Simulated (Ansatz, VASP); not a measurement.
**Two plane-wave programs on Al**

INCAR

```
PREC = Accurate
ENCUT = 520
EDIFF = 1E-6
ISMEAR = 0
SIGMA = 0.15
LREAL = False
LASPH = True
NELM = 60
ALGO = Normal
ISIF = 2
LWAVE = False
LCHARG = False
GGA = PE
IVDW = 12
NBANDS = 14
```

KPOINTS

```
Automatic mesh
0
Gamma
  18 18 6
```

POSCAR

```
Al
1.0
    2.8128196277      0.0000000000      0.0000000000
   -1.4064098138      2.4359732538      0.0000000000
    0.0000000000      0.0000000000      9.8471189526
Al
4
Direct
    0.0000000000      0.0000000000      0.0000000000
    0.3333333333      0.6666666667      0.2500000000
    0.0000000000      0.0000000000      0.5000000000
    0.6666666667      0.3333333333      0.7500000000
```

Input for Ansatz:

```yaml
crystal:
  lattice:
    - [2.8128196277, 0.0, 0.0]
    - [-1.4064098138, 2.4359732538, 0.0]
    - [0.0, 0.0, 9.8471189526]
  atoms:
    - { symbol: Al, position: [0.0, 0.0, 0.0] }
    - { symbol: Al, position: [0.3333333333, 0.6666666667, 0.25] }
    - { symbol: Al, position: [0.0, 0.0, 0.5] }
    - { symbol: Al, position: [0.6666666667, 0.3333333333, 0.75] }
basis:
  ecutwfc: 420
kpoints:
  mp_grid: { grid: [18, 18, 6] }
hamiltonian:
  xc: pbe
  dispersion: d3bj
scf:
  occupations: { method: gaussian, width: 0.15 }
output:
  forces: true
  stress: true
  eigenvalues: true
  write_density: true
  write_potential: true
  elf: true
  volumetric_format: npy
```

Alike in both runs: task single point; functional PBE; dispersion D3(BJ); k mesh 18 × 18 × 6; occupations gaussian, width 0.15 eV; no spin polarisation.

```csv
,VASP,Ansatz
version,VASP 6.6.1,Ansatz 0.2.0
potentials or method,"VASP PAW PBE potentials, release 64 (Al), cutoff 520 eV","scalar-relativistic, plane waves, PAW"
valence electrons in the cell,12,12
```

|  | VASP | Ansatz | Ansatz less VASP |
| --- | --- | --- | --- |
| gap on the k mesh at the Fermi level (eV) | none | none | - |
| pressure (GPa) | -4.2 | -4.1 | +0.03 |
| traceless stress, the component that is largest in VASP (GPa) | -2.34 | -2.36 | -0.013 |

A gap of «none» marks a metal or a gap that the smearing closes.
